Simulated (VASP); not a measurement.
# W (Pm-3m) in VASP: a series of runs

Runs on W. Level: LDA. Tasks: relaxation of cell and atoms.

All numbers are computed with VASP 6.6.1; they aren't measurements. Logs are shortened: lines on timing, memory, paths and dates and some standing lists are left out, and cuts for length are marked.

### 1 The cell of the first run

It takes space group Pm-3m (No. 221, cubic). Conventional cell: a = 2.590 Å, b = 2.590 Å, c = 2.590 Å, α = 90.00°, β = 90.00°, γ = 90.00°. Within 3.4 Å of W (site symmetry m-3m) lie 6 W at 2.59 Å.

### 2 Relaxation of cell and atoms, LDA, target pressure 10 GPa, at which the enthalpy is minimised

INCAR reads:

```
PREC = Accurate
ENCUT = 600
EDIFF = 1E-7
ISMEAR = -1
SIGMA = 0.05
LREAL = False
LASPH = True
NELM = 80
ALGO = Normal
ISIF = 3
LWAVE = False
LCHARG = False
IBRION = 2
NSW = 80
EDIFFG = -0.02
PSTRESS = 100.0
```

KPOINTS reads:

```
regular mesh
0
Gamma
  9 9 9
```

POSCAR reads:

```
W
1.0
    2.5900000000      0.0000000000      0.0000000000
    0.0000000000      2.5900000000      0.0000000000
    0.0000000000      0.0000000000      2.5900000000
W
1
Direct
    0.0000000000      0.0000000000      0.0000000000
```

Potentials or basis: VASP PAW LDA potentials, release 64 (W_sv).

Started as:

```
cat potpaw_LDA.64/W_sv/POTCAR > POTCAR
mpirun -np 1 vasp_std > vasp.out
```

OUTCAR:

```text
PREC = Accurate
   ENCUT = 600
   EDIFF = 1E-7
   ISMEAR = -1
   LREAL = False
   LASPH = True
   NELM = 80
   ISIF = 3
   IBRION = 2
   NSW = 80
   EDIFFG = -0.02
   PSTRESS = 100.0

 ion  position               nearest neighbor table
   1  0.000  0.000  0.000-

  LATTYP: Found a simple cubic cell.
 ALAT       =     2.5900000000

  Lattice vectors:

 A1 = (   2.5900000000,   0.0000000000,   0.0000000000)
 A2 = (   0.0000000000,   2.5900000000,   0.0000000000)
 A3 = (   0.0000000000,   0.0000000000,   2.5900000000)

Analysis of symmetry for initial positions (statically):
=====================================================================
 Subroutine PRICEL returns:
 Original cell was already a primitive cell.

 Routine SETGRP: Setting up the symmetry group for a
 simple cubic supercell.

 Subroutine GETGRP returns: Found 48 space group operations
 (whereof 48 operations were pure point group operations)
 out of a pool of 48 trial point group operations.

The static configuration has the point symmetry O_h .

Analysis of symmetry for dynamics (positions and initial velocities):
=====================================================================
 Subroutine PRICEL returns:
 Original cell was already a primitive cell.

 Routine SETGRP: Setting up the symmetry group for a
 simple cubic supercell.

 Subroutine GETGRP returns: Found 48 space group operations
 (whereof 48 operations were pure point group operations)
 out of a pool of 48 trial point group operations.

The dynamic configuration has the point symmetry O_h .

 Subroutine INISYM returns: Found 48 space group operations
 (whereof 48 operations are pure point group operations),
 and found     1 'primitive' translations

----------------------------------------------------------------------------------------

                                     Primitive cell

  volume of cell :      17.3740

  direct lattice vectors                    reciprocal lattice vectors
     2.590000000  0.000000000  0.000000000     0.386100386  0.000000000  0.000000000
     0.000000000  2.590000000  0.000000000     0.000000000  0.386100386  0.000000000
     0.000000000  0.000000000  2.590000000     0.000000000  0.000000000  0.386100386

  length of vectors
     2.590000000  2.590000000  2.590000000     0.386100386  0.386100386  0.386100386

  position of ions in fractional coordinates (direct lattice)
     0.000000000  0.000000000  0.000000000

  ion indices of the primitive-cell ions
   primitive index   ion index
                 1           1

----------------------------------------------------------------------------------------

 KPOINTS: regular mesh

Automatic generation of k-mesh.
 Grid dimensions read from file:
 generate k-points for:    9    9    9

 Generating k-lattice:

  Cartesian coordinates                     Fractional coordinates (reciprocal lattice)
     0.042900043  0.000000000  0.000000000     0.111111111  0.000000000  0.000000000
     0.000000000  0.042900043  0.000000000     0.000000000  0.111111111  0.000000000
     0.000000000  0.000000000  0.042900043     0.000000000  0.000000000  0.111111111

  Length of vectors
     0.042900043  0.042900043  0.042900043

  Shift w.r.t. Gamma in fractional coordinates (k-lattice)
     0.000000000  0.000000000  0.000000000

 Subroutine IBZKPT returns following result:
 ===========================================

 Found     35 irreducible k-points:

 Following reciprocal coordinates:
            Coordinates               Weight
  0.000000  0.000000  0.000000      1.000000
  0.111111  0.000000  0.000000      6.000000
  0.222222  0.000000  0.000000      6.000000
  0.333333  0.000000  0.000000      6.000000
  0.444444  0.000000  0.000000      6.000000
  0.111111  0.111111  0.000000     12.000000
[... 16 lines left out ...]
  0.333333  0.333333  0.111111     24.000000
  0.444444  0.333333  0.111111     48.000000
 [... further k-points ...]
   k-points           NKPTS =     35   k-points in BZ     NKDIM =     35   number of bands    NBANDS=     11
   number of dos      NEDOS =    301   number of ions     NIONS =      1
   total plane-waves  NPLWV =  13824
   dimension x,y,z NGX =    24 NGY =   24 NGZ =   24
   dimension x,y,z NGXF=    48 NGYF=   48 NGZF=   48
   ions per type =               1
   NGX,Y,Z   is equivalent  to a cutoff of  15.41, 15.41, 15.41 a.u.
   NGXF,Y,Z  is equivalent  to a cutoff of  30.81, 30.81, 30.81 a.u.
 SYSTEM =  unknown system
   PREC   = accura    normal or accurate (medium, high low for compatibility)
   ISTART =      0    job   : 0-new  1-cont  2-samecut
   ICHARG =      2    charge: 1-file 2-atom 10-const
   ISPIN  =      1    spin polarized calculation?
   LNONCOLLINEAR =      F non collinear calculations
   LSORBIT =      F    spin-orbit coupling
   LASPH  =      T    aspherical Exc in radial PAW
   ENCUT  =  600.0 eV  44.10 Ry    6.64 a.u.   5.17  5.17  5.17*2*pi/ulx,y,z
   NELM   =     80;   NELMIN=  2; NELMDL= -5     # of ELM steps
   EDIFF  = 0.1E-06   stopping-criterion for ELM
   LREAL  =      F    real-space projection
   EDIFFG = -.2E-01   stopping-criterion for IOM
   NSW    =     80    number of steps for IOM
   IBRION =      2    ionic relax: 0-MD 1-quasi-New 2-CG
   NFREE  =      1    steps in history (QN), initial steepest desc. (CG)
   ISIF   =      3    stress and relaxation
   ISYM   =      2    0-nonsym 1-usesym 2-fastsym
   POTIM  = 0.5000    time-step for ionic-motion
   TEBEG  =    0.0;   TEEND  =   0.0 temperature during run
   PSTRESS=  100.0 pullay stress
   NELECT =      14.0000    total number of electrons
   NUPDOWN=      -1.0000    fix difference up-down
   EMIN   =  10.00;   EMAX   =-10.00  energy-range for DOS
   EFERMI =   0.00;   METHOD = LEGACY
   ISMEAR =    -1;   SIGMA  =   0.05  broadening in eV -4-tet -1-fermi 0-gaus
   EFERMI_NEDOS =   21; number of points for ismear=-14 and -15
   IALGO  =     38    algorithm
   IMIX   =      4    mixing-type and parameters
     AMIX     =   0.40;   BMIX     =  1.00
     AMIX_MAG =   1.60;   BMIX_MAG =  1.00
  volume/ion in A,a.u.               =      17.37       117.25
  Fermi-wavevector in a.u.,A,eV,Ry     =   1.523413  2.878834 31.576239  2.320788
  Thomas-Fermi vector in A             =   2.631860
   LORBIT       =      0    0 simple, 1 ext, 2 COOP (PROOUT), +10 PAW based schemes
   GGA     = CA    functional components
   LHFCALC =     F    Hartree Fock is set to
   AEXX    =    0.0000 exact exchange contribution
   IVDW    =     0    specifies the selected vdW correction
   LEPSILON=     F    determine dielectric tensor
   LRPA    =     F    only Hartree local field effects (RPA)
 conjugate gradient relaxation of ions
 non-spin polarized calculation
  energy-cutoff  :      600.00
  volume of cell :       17.37
 maximum number of plane-waves:       588
 NGX is ok and might be reduce to    24
   NGX = 11   NGY = 11   NGZ = 11

--------------------------------------- Ionic step        1  -------------------------------------------

 number of electron      13.9999999 magnetization

 Free energy of the ion-electron system (eV)
  ---------------------------------------------------
  ext. energy  EPLUGINS =         0.00000000
  ---------------------------------------------------
  free energy    TOTEN  =       -12.63149061 eV

  energy without entropy =      -12.61921984  energy(sigma->0) =      -12.62535522

------------------------ aborting loop because EDIFF is reached ----------------------------------------

  FORCE on cell =-STRESS in cart. coord.  units (eV):
  Direction    XX          YY          ZZ          XY          YZ          ZX
  --------------------------------------------------------------------------------------
  -------------------------------------------------------------------------------------
  Total        0.2289800      0.2289800      0.2289800     -0.0000000      0.0000000      0.0000000
  in kB       21.1158597     21.1158597     21.1158597     -0.0000000      0.0000000      0.0000000
  external PRESSURE =     -78.8841403 kB  Pullay stress =     100.0000000 kB
[... 96 lines left out ...]
  enthalpy is  TOTEN    =       -11.5602198372 eV   P V=        1.0533631197

--------------------------------------- Ionic step        4  -------------------------------------------

 number of electron      14.0000003 magnetization

 Free energy of the ion-electron system (eV)
  ---------------------------------------------------
  ext. energy  EPLUGINS =         0.00000000
  ---------------------------------------------------
  free energy    TOTEN  =       -12.61239569 eV

  energy without entropy =      -12.60223314  energy(sigma->0) =      -12.60731442

 E-fermi :  10.4303     XC(G=0): -13.3341

 val. band max:       10.4145208502   @ k =   0.4444   0.1111   0.1111
 cond. band min:      10.5445174419   @ k =   0.4444   0.4444   0.2222
 fundamental gap:      0.1299965917
 Fermi energy:        10.4303459080

 k-point     1 :       0.0000    0.0000    0.0000
  band No.  band energies     occupation
      1     -63.2840      2.00000
      2     -27.0024      2.00000
      3     -27.0024      2.00000
      4     -27.0024      2.00000
      5       1.4197      2.00000
      6       5.5477      2.00000
      7       5.5477      2.00000
      8      15.5396      0.00000
      9      15.5396      0.00000
     10      15.5396      0.00000
     11      25.7409      0.00000
[... 309 lines left out ...]
 k-point    24 :       0.4444    0.3333    0.1111
  band No.  band energies     occupation
      1     -63.0337      2.00000
      2     -28.4131      2.00000
      3     -28.0385      2.00000
      4     -26.9373      2.00000
      5       5.2256      2.00000
      6       7.5741      2.00000
      7      10.4087      1.21287
      8      11.0218      0.00001
      9      13.3199      0.00000
     10      15.9119      0.00000
     11      20.7581      0.00000

 [... further k-points ...]

------------------------ aborting loop because EDIFF is reached ----------------------------------------

  FORCE on cell =-STRESS in cart. coord.  units (eV):
  Direction    XX          YY          ZZ          XY          YZ          ZX
  --------------------------------------------------------------------------------------
  -------------------------------------------------------------------------------------
  Total        1.0469637      1.0469637      1.0469637      0.0000000     -0.0000000      0.0000000
  in kB       99.5070205     99.5070205     99.5070205      0.0000000     -0.0000000      0.0000000
  external PRESSURE =      -0.4929795 kB  Pullay stress =     100.0000000 kB
[... 16 lines left out ...]
  FREE ENERGIE OF THE ION-ELECTRON SYSTEM (eV)
  ---------------------------------------------------
  free  energy   TOTEN  =       -12.6123956856 eV

  energy  without entropy=      -12.6022331444  energy(sigma->0) =      -12.60731442

  enthalpy is  TOTEN    =       -11.5602451164 eV   P V=        1.0521505693

 reached required accuracy - stopping structural energy minimisation
```

It took 14 s on 1 thread of Intel Xeon 6975P-C, shared host; peak memory 0.14 GiB.

What came out:

- Free energy: -12.6124 eV
- Relaxed volume: 16.86 Å³/atom
- Relaxed cell: a = 2.564 Å, b = 2.564 Å, c = 2.564 Å, α = 90.00°, β = 90.00°, γ = 90.00°
- Space group after relaxing (to 0.05 Å): Pm-3m (No. 221)
- Energy change on relaxing (the enthalpy is what falls): +19.1 meV/atom
- Ionic steps: 4
- Pressure after relaxing: 10.0 GPa
- Band gap on the k mesh: zero (band 7 reaches 12.16 eV, above the bottom of band 8 at 9.84 eV)

Step by step:
```csv
step,energy change (eV),largest force (eV/Å),pressure (GPa),volume (Å³)
1,0.0000,0.0000,2.11,17.37
2,0.2629,0.0000,43.34,15.31
3,0.0179,0.0000,9.63,16.88
4,0.0191,0.0000,9.95,16.86
```

Final structure:
```yaml
crystal:
  lattice:
    - [2.56407, 0.00000, 0.00000]
    - [0.00000, 2.56407, 0.00000]
    - [0.00000, 0.00000, 2.56407]
  atoms:
    - { symbol: W, position: [0.00000, 0.00000, 0.00000] }
```

Caveat: the cell is relaxed towards a set pressure, so the enthalpy falls and the energy may rise; spin-orbit coupling is left out, which moves the levels of the heavy elements.

### 3 Relaxation of cell and atoms, LDA, target pressure 20 GPa, at which the enthalpy is minimised

INCAR reads:

```
SYSTEM = W
PREC = Accurate
ENCUT = 600
EDIFF = 1E-6
ISMEAR = -1
SIGMA = 0.05
LREAL = .FALSE.
LASPH = .TRUE.
NELM = 100
ALGO = Normal
ISIF = 3
LWAVE = .FALSE.
LCHARG = .FALSE.
GGA = CA
IBRION = 2
NSW = 80
EDIFFG = -0.02
PSTRESS = 200.0
```

KPOINTS reads:

```
regular mesh
0
G
  9 9 9
  0 0 0
```

POSCAR is that of step 2.

Potentials or basis: VASP PAW LDA potentials, release 64 (W_sv).

Started as:

```
cat potpaw_LDA.64/W_sv/POTCAR > POTCAR
mpirun -np 1 vasp_std > vasp.out
```

Wall time 18 s (1 thread of Intel Xeon 6975P-C, shared host); peak memory 0.14 GiB.

Results (log left out):

```
Free energy                                            : -12.5612 eV
Relaxed volume                                         : 16.30 Å³/atom
Relaxed cell                                           : a = 2.536 Å, b = 2.536 Å, c = 2.536 Å, α = 90.00°, β = 90.00°, γ = 90.00°
Space group after relaxing (to 0.05 Å)                 : Pm-3m (No. 221)
Energy change on relaxing (the enthalpy is what falls) : +70.3 meV/atom
Ionic steps                                            : 5
Pressure after relaxing                                : 19.9 GPa
Band gap on the k mesh                                 : zero (band 7 reaches 12.70 eV, above the bottom of band 8 at 10.32 eV)
```

Step by step:
| step | energy change (eV) | largest force (eV/Å) | pressure (GPa) | volume (Å³) |
| --- | --- | --- | --- | --- |
| 1 | 0.0000 | 0.0000 | 2.11 | 17.37 |
| 2 | 1.5356 | 0.0000 | 141.04 | 12.94 |
| 3 | 0.0570 | 0.0000 | 17.82 | 16.42 |
| 4 | 0.0667 | 0.0000 | 19.43 | 16.33 |
| 5 | 0.0703 | 0.0000 | 19.95 | 16.30 |

Final structure:
```yaml
crystal:
  lattice:
    - [2.53569, 0.00000, 0.00000]
    - [0.00000, 2.53569, 0.00000]
    - [0.00000, 0.00000, 2.53569]
  atoms:
    - { symbol: W, position: [0.00000, 0.00000, 0.00000] }
```

Levels at points of the mesh, in eV from the Fermi level:
```
           k point  band 3  band 4  band 5  band 6  band 7  band 8  band 9  band 10  band 11
(0.00, 0.00, 0.00)  -37.35  -37.35   -9.16   -5.07   -5.07    5.36    5.36     5.36    15.64
```

Caveat: the cell is relaxed towards a set pressure, so the enthalpy falls and the energy may rise; spin-orbit coupling is left out, which moves the levels of the heavy elements.
